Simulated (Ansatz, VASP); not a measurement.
**Two plane-wave programs on Cd**

```
CELL_PARAMETERS angstrom
2.92996 0.00000 0.00000
0.00000 2.92996 0.00000
0.00000 0.00000 29.13026
ATOMIC_POSITIONS crystal
Cd 0.50000 0.50000 0.23891
Cd 0.50000 0.50000 0.34468
```

Alike in both runs: functional PBE; k mesh 18 × 18 × 1; occupations gaussian, width 0.1 eV; no spin polarisation.

Ansatz relaxed the structure, and its values are those at the end. VASP's run is a single point on that final structure, the one shown.

|  | VASP | Ansatz |
| --- | --- | --- |
| version | VASP 6.6.1 | Ansatz 0.2.0 |
| potentials or method | VASP PAW PBE potentials, release 64 (Cd), cutoff 520 eV | scalar-relativistic, plane waves, PAW |
| valence electrons in the cell | 24 | 40 |

|  | VASP | Ansatz | Ansatz less VASP |
| --- | --- | --- | --- |
| gap on the k mesh at the Fermi level (eV) | none | none | - |
| rms of the force components (eV/Å) | 0.006 | 0.001 | -0.0050 |

A gap of «none» marks a metal or a gap that the smearing closes. With one functional, cell and mesh, what is left measures potentials, basis and numerics. VASP's potentials hold 24 valence electrons a cell and Ansatz's 40, so a difference there can come from the potentials and not from the codes.
